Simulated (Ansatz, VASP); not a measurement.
One calculation of P, two programs

```
P
1.0
     1.58121    0.91291    3.72788
    -1.58121    0.91291    3.72788
     0.00000   -1.82583    3.72788
P
2
Cartesian
  0.0000 0.0000 2.5396
  0.0000 0.0000 8.6441
```

Alike in both runs: task single point; functional PBEsol; k mesh 18 × 18 × 18; occupations gaussian, width 0.15 eV; no spin polarisation.

|  | VASP | Ansatz |
| --- | --- | --- |
| version | VASP 6.6.1 | Ansatz 0.2.0 |
| potentials or method | VASP PAW PBE potentials, release 64 (P), cutoff 520 eV | scalar-relativistic, plane waves, PAW |
| valence electrons in the cell | 10 | 10 |

|  | VASP | Ansatz | Ansatz less VASP |
| --- | --- | --- | --- |
| gap on the k mesh at the Fermi level (eV) | none | none | - |
| pressure (GPa) | 2.3 | 2.3 | 0.00 |
| traceless stress, the component that is largest in VASP (GPa) | -11.84 | -11.75 | +0.085 |
| rms of the force components (eV/Å) | 0.683 | 0.651 | -0.0326 |

VASP's potentials were made for PBE, not for PBEsol. Atom by atom the forces differ by 0.033 eV/Å (rms over components). A gap of «none» marks a metal or a gap that the smearing closes.
